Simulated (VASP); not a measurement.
# Ga (C2/c) in VASP: single point with PBEsol

Aim: the single point of Ga with PBEsol.

All numbers are computed with VASP 6.6.1; they aren't measurements. Logs are shortened: lines on timing, memory, paths and dates and some standing lists are left out, and cuts for length are marked.

### 1 The cell of the first run

The structure is monoclinic, space group C2/c (No. 15). The conventional cell has a = 2.744 Å, b = 6.756 Å, c = 3.988 Å, α = 90.00°, β = 99.61°, γ = 90.00°. Ga (site symmetry 2) has 14 Ga at 2.71 to 3.65 Å within 3.7 Å.

### 2 Single point, PBEsol

INCAR reads:

```
SYSTEM = Ga
PREC = Accurate
ENCUT = 520
EDIFF = 1E-6
ISMEAR = -1
SIGMA = 0.1
LREAL = .FALSE.
LASPH = .TRUE.
NELM = 100
ALGO = Normal
ISIF = 2
LWAVE = .FALSE.
LCHARG = .TRUE.
GGA = PS
LELF = .TRUE.
LVHAR = .TRUE.
NBANDS = 20
ISYM = 0
```

KPOINTS reads:

```
regular mesh
0
G
  12 12 8
  0 0 0
```

POSCAR reads:

```
Ga
1.0
   -2.4795482165      2.2974070525      1.3658980672
    2.2974070525     -2.4795482165      1.3658980672
    2.9062950303      2.9062950303     -1.6994899426
Ga
2
Direct
    0.9896551671      0.0103448329      0.0000000000
    0.7603448329      0.2396551671      0.5000000000
```

Potentials or basis: VASP PAW PBE potentials, release 64 (Ga_d).

On the command line:

```
> cat potpaw_PBE.64/Ga_d/POTCAR > POTCAR
> mpirun -np 1 vasp_std > vasp.out
```

OUTCAR:

```text
SYSTEM = Ga
   PREC = Accurate
   ENCUT = 520
   EDIFF = 1E-6
   ISMEAR = -1
   LREAL = .FALSE.
   LASPH = .TRUE.
   NELM = 100
   ISIF = 2
   GGA = PS
   ISYM = 0

 ion  position               nearest neighbor table
   1  0.990  0.010  0.000-   2 2.71   2 2.71   2 2.71   2 2.71
   2  0.760  0.240  0.500-   1 2.71   1 2.71   1 2.71   1 2.71

IMPORTANT INFORMATION: All symmetrisations will be switched off!
NOSYMM: (Re-)initialisation of all symmetry stuff for point group C_1.

----------------------------------------------------------------------------------------

                                     Primitive cell

  volume of cell :      36.4475

  direct lattice vectors                    reciprocal lattice vectors
    -2.479548217  2.297407053  1.365898067     0.006701819  0.216040183  0.380910740
     2.297407053 -2.479548217  1.365898067     0.216040183  0.006701819  0.380910740
     2.906295030  2.906295030 -1.699489943     0.179020106  0.179020106  0.023872155

  length of vectors
     3.645808011  3.645808011  4.447624947     0.437962632  0.437962632  0.254295647

  position of ions in fractional coordinates (direct lattice)
     0.989655167  0.010344833  0.000000000
     0.760344833  0.239655167  0.500000000

  ion indices of the primitive-cell ions
   primitive index   ion index
                 1           1
                 2           2

----------------------------------------------------------------------------------------

 KPOINTS: regular mesh

Automatic generation of k-mesh.
 Grid dimensions read from file:
 generate k-points for:   12   12    8

 Generating k-lattice:

  Cartesian coordinates                     Fractional coordinates (reciprocal lattice)
     0.000558485  0.018003349  0.031742562     0.083333333  0.000000000 -0.000000000
     0.018003349  0.000558485  0.031742562     0.000000000  0.083333333 -0.000000000
     0.022377513  0.022377513  0.002984019     0.000000000  0.000000000  0.125000000

  Length of vectors
     0.036496886  0.036496886  0.031786956

  Shift w.r.t. Gamma in fractional coordinates (k-lattice)
     0.000000000  0.000000000  0.000000000

 Subroutine IBZKPT returns following result:
 ===========================================

 Found    580 irreducible k-points:

 Following reciprocal coordinates:
            Coordinates               Weight
  0.000000  0.000000  0.000000      1.000000
  0.083333  0.000000 -0.000000      2.000000
 -0.000000 -0.083333  0.000000      2.000000
  0.166667  0.000000 -0.000000      2.000000
  0.000000 -0.166667  0.000000      2.000000
  0.250000  0.000000 -0.000000      2.000000
[... 16 lines left out ...]
  0.500000  0.083333 -0.000000      2.000000
 -0.083333  0.500000 -0.000000      2.000000
 [... further k-points ...]
   k-points           NKPTS =    580   k-points in BZ     NKDIM =    580   number of bands    NBANDS=     20
   number of dos      NEDOS =    301   number of ions     NIONS =      2
   total plane-waves  NPLWV =  28224
   dimension x,y,z NGX =    28 NGY =   28 NGZ =   36
   dimension x,y,z NGXF=    56 NGYF=   56 NGZF=   72
   ions per type =               2
   NGX,Y,Z   is equivalent  to a cutoff of  12.77, 12.77, 13.46 a.u.
   NGXF,Y,Z  is equivalent  to a cutoff of  25.54, 25.54, 26.91 a.u.
 SYSTEM =  Ga
   PREC   = accura    normal or accurate (medium, high low for compatibility)
   ISTART =      0    job   : 0-new  1-cont  2-samecut
   ICHARG =      2    charge: 1-file 2-atom 10-const
   ISPIN  =      1    spin polarized calculation?
   LNONCOLLINEAR =      F non collinear calculations
   LSORBIT =      F    spin-orbit coupling
   LASPH  =      T    aspherical Exc in radial PAW
   ENCUT  =  520.0 eV  38.22 Ry    6.18 a.u.   6.78  6.78  8.27*2*pi/ulx,y,z
   NELM   =    100;   NELMIN=  2; NELMDL= -5     # of ELM steps
   EDIFF  = 0.1E-05   stopping-criterion for ELM
   LREAL  =      F    real-space projection
   EDIFFG = 0.1E-04   stopping-criterion for IOM
   NSW    =      0    number of steps for IOM
   IBRION =     -1    ionic relax: 0-MD 1-quasi-New 2-CG
   NFREE  =      0    steps in history (QN), initial steepest desc. (CG)
   ISIF   =      2    stress and relaxation
   ISYM   =      0    0-nonsym 1-usesym 2-fastsym
   POTIM  = 0.5000    time-step for ionic-motion
   TEBEG  =    0.0;   TEEND  =   0.0 temperature during run
   PSTRESS=    0.0 pullay stress
   NELECT =      26.0000    total number of electrons
   NUPDOWN=      -1.0000    fix difference up-down
   EMIN   =  10.00;   EMAX   =-10.00  energy-range for DOS
   EFERMI =   0.00;   METHOD = LEGACY
   ISMEAR =    -1;   SIGMA  =   0.10  broadening in eV -4-tet -1-fermi 0-gaus
   EFERMI_NEDOS =   21; number of points for ismear=-14 and -15
   IALGO  =     38    algorithm
   IMIX   =      4    mixing-type and parameters
     AMIX     =   0.40;   BMIX     =  1.00
     AMIX_MAG =   1.60;   BMIX_MAG =  1.00
  volume/ion in A,a.u.               =      18.22       122.98
  Fermi-wavevector in a.u.,A,eV,Ry     =   1.462772  2.764239 29.112424  2.139703
  Thomas-Fermi vector in A             =   2.578946
   LORBIT       =      0    0 simple, 1 ext, 2 COOP (PROOUT), +10 PAW based schemes
   GGA     = PS    functional components
   LHFCALC =     F    Hartree Fock is set to
   AEXX    =    0.0000 exact exchange contribution
   IVDW    =     0    specifies the selected vdW correction
   LEPSILON=     F    determine dielectric tensor
   LRPA    =     F    only Hartree local field effects (RPA)
 non-spin polarized calculation
  energy-cutoff  :      520.00
  volume of cell :       36.45
 maximum number of plane-waves:       999
   NGX = 13   NGY = 13   NGZ = 17

 number of electron      25.9999998 magnetization

 Free energy of the ion-electron system (eV)
  ---------------------------------------------------
  ext. energy  EPLUGINS =         0.00000000
  ---------------------------------------------------
  free energy    TOTEN  =        -6.65377119 eV

  energy without entropy =       -6.63183800  energy(sigma->0) =       -6.64280460

 E-fermi :   5.6221     XC(G=0): -11.2873

 val. band max:        5.6053521837   @ k =  -0.3333  -0.3333   0.1250
 cond. band min:       5.6296346328   @ k =   0.2500   0.1667   0.2500
 fundamental gap:      0.0242824491
 Fermi energy:         5.6221226567

 k-point     1 :       0.0000    0.0000    0.0000
  band No.  band energies     occupation
      1      -9.4787      2.00000
      2      -9.4194      2.00000
      3      -9.4109      2.00000
      4      -9.4038      2.00000
      5      -9.1108      2.00000
      6      -9.1056      2.00000
[... 12 lines left out ...]
     19      17.5053      0.00000
     20      19.1586      0.00000

 k-point     2 :       0.0833    0.0000   -0.0000
  band No.  band energies     occupation
      1      -9.4771      2.00000
      2      -9.4041      2.00000
      3      -9.3901      2.00000
      4      -9.3687      2.00000
      5      -9.1425      2.00000
      6      -9.1288      2.00000
[... 12 lines left out ...]
     19      16.4236      0.00000
     20      19.7520      0.00000

 k-point     3 :      -0.0000   -0.0833    0.0000
  band No.  band energies     occupation
      1      -9.4771      2.00000
      2      -9.4041      2.00000
      3      -9.3901      2.00000
      4      -9.3687      2.00000
      5      -9.1425      2.00000
      6      -9.1288      2.00000
[... 12 lines left out ...]
     19      16.4236      0.00000
     20      19.7506      0.00000

 k-point     4 :       0.1667    0.0000   -0.0000
  band No.  band energies     occupation
      1      -9.4591      2.00000
      2      -9.3702      2.00000
      3      -9.3392      2.00000
      4      -9.2866      2.00000
      5      -9.1886      2.00000
      6      -9.1748      2.00000
[... 12 lines left out ...]
     19      16.2753      0.00000
     20      16.9302      0.00000

 k-point     5 :       0.0000   -0.1667    0.0000
  band No.  band energies     occupation
      1      -9.4591      2.00000
      2      -9.3702      2.00000
      3      -9.3392      2.00000
      4      -9.2866      2.00000
      5      -9.1886      2.00000
      6      -9.1748      2.00000
[... 12 lines left out ...]
     19      16.2753      0.00000
     20      16.9302      0.00000

 k-point     6 :       0.2500    0.0000   -0.0000
  band No.  band energies     occupation
      1      -9.4291      2.00000
      2      -9.3341      2.00000
      3      -9.3076      2.00000
      4      -9.2466      2.00000
      5      -9.2104      2.00000
      6      -9.1684      2.00000
[... 12 lines left out ...]
     19      15.0553      0.00000
     20      15.2811      0.00000

 k-point     7 :       0.0000   -0.2500    0.0000
  band No.  band energies     occupation
      1      -9.4291      2.00000
      2      -9.3341      2.00000
      3      -9.3076      2.00000
      4      -9.2466      2.00000
      5      -9.2104      2.00000
      6      -9.1684      2.00000
[... 12 lines left out ...]
     19      15.0553      0.00000
     20      15.2811      0.00000
[... 277 lines left out ...]
 k-point    20 :      -0.0833   -0.3333    0.0000
  band No.  band energies     occupation
      1      -9.4140      2.00000
      2      -9.3655      2.00000
      3      -9.3101      2.00000
      4      -9.2597      2.00000
      5      -9.2252      2.00000
      6      -9.1787      2.00000
[... 12 lines left out ...]
     19      15.3070      0.00000
     20      17.5788      0.00000

 k-point    21 :       0.4167    0.0833   -0.0000
  band No.  band energies     occupation
      1      -9.4071      2.00000
      2      -9.3748      2.00000
      3      -9.3165      2.00000
      4      -9.2979      2.00000
      5      -9.1917      2.00000
      6      -9.1861      2.00000
[... 12 lines left out ...]
     19      17.5634      0.00000
     20      20.5597      0.00000

 k-point    22 :      -0.0833   -0.4167    0.0000
  band No.  band energies     occupation
      1      -9.4071      2.00000
      2      -9.3748      2.00000
      3      -9.3165      2.00000
      4      -9.2979      2.00000
      5      -9.1917      2.00000
      6      -9.1861      2.00000
[... 12 lines left out ...]
     19      17.5634      0.00000
     20      20.5510      0.00000

 k-point    23 :       0.5000    0.0833   -0.0000
  band No.  band energies     occupation
      1      -9.3997      2.00000
      2      -9.3598      2.00000
      3      -9.3228      2.00000
      4      -9.2914      2.00000
      5      -9.2074      2.00000
      6      -9.1706      2.00000
[... 12 lines left out ...]
     19      16.4771      0.00000
     20      21.1158      0.00000

 k-point    24 :      -0.0833    0.5000   -0.0000
  band No.  band energies     occupation
      1      -9.3997      2.00000
      2      -9.3598      2.00000
      3      -9.3228      2.00000
      4      -9.2914      2.00000
      5      -9.2074      2.00000
      6      -9.1706      2.00000
[... 12 lines left out ...]
     19      16.4771      0.00000
     20      21.1162      0.00000

 [... further k-points ...]

------------------------ aborting loop because EDIFF is reached ----------------------------------------

  FORCE on cell =-STRESS in cart. coord.  units (eV):
  Direction    XX          YY          ZZ          XY          YZ          ZX
  --------------------------------------------------------------------------------------
  -------------------------------------------------------------------------------------
  Total       -0.0137359     -0.0137447     -0.0077319      0.0024052     -0.0001202     -0.0001260
  in kB       -0.6038094     -0.6041959     -0.3398831      0.1057309     -0.0052846     -0.0055390
  external PRESSURE =      -0.5159628 kB  Pullay stress =       0.0000000 kB

 VOLUME and BASIS-vectors are now :
 -----------------------------------------------------------------------------
  energy-cutoff  :      520.00
  volume of cell :       36.45
      direct lattice vectors                 reciprocal lattice vectors
    -2.479548217  2.297407053  1.365898067     0.006701819  0.216040183  0.380910740
     2.297407053 -2.479548217  1.365898067     0.216040183  0.006701819  0.380910740
     2.906295030  2.906295030 -1.699489943     0.179020106  0.179020106  0.023872155

 POSITION                                       TOTAL-FORCE (eV/Angst)
 -----------------------------------------------------------------------------------
     -2.43013      2.24799      1.36590        -0.000428      0.000422      0.000002
      0.11842      2.60573      0.51615         0.000428     -0.000422     -0.000002
 -----------------------------------------------------------------------------------
    total drift:                               -0.000001     -0.000009      0.000002

  FREE ENERGIE OF THE ION-ELECTRON SYSTEM (eV)
  ---------------------------------------------------
  free  energy   TOTEN  =        -6.6537711913 eV

  energy  without entropy=       -6.6318380024  energy(sigma->0) =       -6.64280460
```

It took 4.2 min on 1 thread of AMD EPYC 7R13 (Zen 3), shared host; peak memory 0.41 GiB.

Results:

* Free energy: -6.6538 eV
* Pressure: -0.1 GPa
* Band gap on the k mesh: zero (bands 13 and 14 overlap by 8.65 eV)

Levels at points of the mesh, in eV from the Fermi level:
| k point | band 11 | band 12 | band 13 | band 14 | band 15 | band 16 |
| --- | --- | --- | --- | --- | --- | --- |
| (0.00, 0.00, 0.00) | -11.32 | -1.85 | -1.26 | 1.17 | 5.02 | 10.18 |
| (0.50, 0.00, 0.00) | -4.14 | -3.80 | -1.78 | -1.18 | 2.15 | 3.90 |
| (0.00, 0.50, 0.00) | -4.14 | -3.80 | -1.78 | -1.18 | 2.15 | 3.90 |
| (0.50, 0.50, 0.00) | -8.28 | -7.64 | 1.44 | 2.35 | 2.62 | 2.99 |
| (0.00, 0.00, 0.50) | -8.83 | -8.83 | 3.87 | 3.87 | 5.73 | 5.73 |
| (0.50, 0.00, 0.50) | -5.53 | -4.76 | 0.40 | 1.52 | 1.75 | 4.75 |
| (0.00, 0.50, 0.50) | -5.53 | -4.76 | 0.40 | 1.52 | 1.75 | 4.75 |
| (0.50, 0.50, 0.50) | -6.10 | -6.10 | -4.43 | -4.43 | 9.57 | 9.57 |

Caveat: the PAW data sets were made with another functional, which shifts forces and pressure a little.
